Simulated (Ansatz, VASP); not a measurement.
**Si in VASP and in Ansatz**

```
Si
1.0
    -2.42254    2.42254    1.31494
     2.42254   -2.42254    1.31494
     2.42254    2.42254   -1.31494
Si
2
Direct
  0.25000 0.75000 0.50000
  0.50000 0.50000 0.00000
```

Alike in both runs: task single point; functional PBE; k mesh 8 × 8 × 8; occupations gaussian, width 0.1 eV; no spin polarisation.

```csv
,VASP,Ansatz
version,VASP 6.6.1,Ansatz 0.2.0
potentials or method,"VASP PAW PBE potentials, release 64 (Si), cutoff 520 eV","scalar-relativistic, plane waves, PAW"
valence electrons in the cell,8,8
```

VASP gave:

```
gap on the k mesh at the Fermi level (eV)                     : none
pressure (GPa)                                                : -0.7
traceless stress, the component that is largest in VASP (GPa) : 5.01
```

Question: Estimate Ansatz's values.

Answer: gap on the k mesh at the Fermi level (eV): none; pressure (GPa): -0.7; traceless stress, the component that is largest in VASP (GPa): 5.00.

A gap of «none» marks a metal or a gap that the smearing closes. The functional is the same, so the differences come from potentials, cutoffs and numerics.
